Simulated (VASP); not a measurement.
The system is Ag.

```
CELL_PARAMETERS angstrom
-1.65565 1.65565 1.65565
1.65565 -1.65565 1.65565
1.65565 1.65565 -1.65565
ATOMIC_POSITIONS crystal
Ag 0.00000 0.00000 0.00000
```

| Property | Result |
| --- | --- |
| Program | VASP 6.6.1 |
| Task | relaxation of cell and atoms |
| Functional | LDA |
| Potentials or basis | VASP PAW LDA potentials, release 64 (Ag) |
| Cutoff | 600 eV |
| k mesh | 11 × 11 × 11 |
| Occupations | fermi-dirac, width 0.05 eV |
| Spin | no spin polarisation |

At the start: pressure -11.4 GPa; volume 18.15 Å³/atom.

**Question.** How do energy, volume and symmetry change on relaxing?

**Answer.** Over 5 steps the energy falls by 80.6 meV/atom and the volume is 16.17 Å³/atom (-10.9 %); space group Im-3m (No. 229, to 0.05 Å).

The path:
| step | energy change (eV) | largest force (eV/Å) | pressure (GPa) | volume (Å³) |
| --- | --- | --- | --- | --- |
| 1 | 0.0000 | 0.0000 | -11.36 | 18.15 |
| 2 | -0.0385 | 0.0000 | 12.45 | 14.98 |
| 3 | -0.0805 | 0.0000 | -0.13 | 16.17 |
| 4 | -0.0805 | 0.0000 | 0.16 | 16.13 |
| 5 | -0.0806 | 0.0000 | -0.09 | 16.17 |

Final structure:
```
Ag
1.0
    -1.59289    1.59289    1.59289
     1.59289   -1.59289    1.59289
     1.59289    1.59289   -1.59289
Ag
1
Direct
  0.00000 0.00000 0.00000
```
